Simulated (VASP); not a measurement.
# AlO5: single point with PBE

The system is AlO5.

```xyz
6
Lattice="2.5813 -4.3747 0.0000 2.5813 4.3747 0.0000 -1.7115 0.0000 2.9495" Properties=species:S:1:pos:R:3 pbc="T T T"
Al   -0.8558    0.0000    1.4748
O     2.6918   -1.0739    0.6233
O     0.7592   -1.0739    2.3262
O     0.7592    1.0739    2.3262
O     2.6918    1.0739    0.6233
O     0.0000    0.0000    0.0000
```

The cell was built from a structure type or drawn by symmetry, and may not be a known phase.

```
Program             : VASP 6.6.1
Task                : single point
Functional          : PBE
Potentials or basis : VASP PAW PBE potentials, release 64 (Al, O)
Cutoff              : 600 eV
k mesh              : 4 × 4 × 6
Occupations         : gaussian, width 0.1 eV
Spin                : no spin polarisation
```

| Quantity | Value |
| --- | --- |
| Pressure | 2.4 GPa |
| Largest force | 0.701 eV/Å |
| Band gap on the k mesh | zero (an odd number of electrons rules out a gap without spin polarisation) |

Forces in eV/Å, atoms in the order of the input:
```
Al   0.000  0.000  0.000
O    0.103  0.062  0.690
O   -0.103  0.062 -0.690
O   -0.103 -0.062 -0.690
O    0.103 -0.062  0.690
O    0.000  0.000  0.000
```

Stress tensor (GPa, compression positive):
```
2.15 0.00 0.69
0.00 1.20 0.00
0.69 0.00 3.83
```

Levels at points of the mesh, in eV from the Fermi level:
| k point | band 15 | band 16 | band 17 | band 18 | band 19 | band 20 |
| --- | --- | --- | --- | --- | --- | --- |
| (0.00, 0.00, 0.00) | -1.72 | -0.43 | -0.42 | 0.81 | 5.81 | 8.06 |
| (0.50, 0.00, 0.00) | -1.32 | -0.72 | -0.58 | 1.05 | 4.87 | 7.39 |
| (0.50, 0.50, 0.00) | -1.70 | -0.62 | -0.20 | 1.27 | 6.69 | 7.90 |
| (0.00, 0.00, 0.50) | -0.92 | -0.17 | 0.56 | 1.16 | 6.50 | 6.65 |
| (0.50, 0.00, 0.50) | -1.22 | 0.03 | 0.16 | 0.86 | 7.07 | 8.13 |
| (0.50, 0.50, 0.50) | -0.74 | -0.15 | 0.42 | 0.56 | 6.22 | 6.97 |

Run time: 72 s on 1 thread of Intel(R) Xeon(R) Platinum 8488C (Sapphire Rapids), with other jobs on the host, peak memory 0.23 GiB.

Caveat: the k points lie up to 0.39 Å⁻¹ apart, too coarse for converged energies and pressures of a metal; an odd number of electrons without spin polarisation forces a metal; a magnetic or distorted state may lie lower.
